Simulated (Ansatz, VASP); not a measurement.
# Two plane-wave programs on Ge

```
Ge
1.0
     3.98765    0.00000    0.00000
    -1.99383    3.45341    0.00000
     0.00000    0.00000   13.86467
Ge
8
Direct
  0.00000 0.00000 0.40115
  0.00000 0.00000 0.59885
  0.00000 0.00000 0.90115
  0.00000 0.00000 0.09885
  0.33333 0.66667 0.34420
  0.66667 0.33333 0.65580
  0.66667 0.33333 0.84420
  0.33333 0.66667 0.15580
```

Alike in both runs: task single point; functional PBE; k mesh 15 × 15 × 4; occupations gaussian, width 0.15 eV; no spin polarisation.

|  | VASP | Ansatz |
| --- | --- | --- |
| version | VASP 6.6.1 | Ansatz 0.2.0 |
| potentials or method | VASP PAW PBE potentials, release 64 (Ge_d), cutoff 520 eV | scalar-relativistic, plane waves, PAW |
| valence electrons in the cell | 112 | 112 |

```tsv
	VASP	Ansatz	Ansatz less VASP
gap on the k mesh at the Fermi level (eV)	none	none	-
pressure (GPa)	1.0	1.1	+0.09
traceless stress, the component that is largest in VASP (GPa)	-6.43	-6.45	-0.019
rms of the force components (eV/Å)	0.572	0.573	+0.0005
```

Atom by atom the forces differ by 0.001 eV/Å (rms over components). A gap of «none» marks a metal or a gap that the smearing closes.
